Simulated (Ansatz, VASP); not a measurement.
One calculation of Si, two programs

```xyz
2
Lattice="0.0000 2.7355 2.7355 2.7355 0.0000 2.7355 2.7355 2.7355 0.0000" Properties=species:S:1:pos:R:3 pbc="T T T"
Si    2.7355    2.7355    2.7355
Si    4.1032    4.1032    4.1032
```

Alike in both runs: task single point; functional PBE; k mesh 10 × 10 × 10; occupations gaussian, width 0.2 eV; no spin polarisation.

```csv
,VASP,Ansatz
version,VASP 6.6.1,Ansatz 0.2.0
potentials or method,"VASP PAW PBE potentials, release 64 (Si), cutoff 500 eV","plane waves (420 eV) with PAW, scalar-relativistic"
valence electrons in the cell,8,8
```

Ansatz gave:

| Item | Value |
| --- | --- |
| pressure (GPa) | 0.0 |

Question: What did VASP give for the same quantities?

Answer: Pressure (GPa): -0.1.

The functional is the same, so the differences come from potentials, cutoffs and numerics.
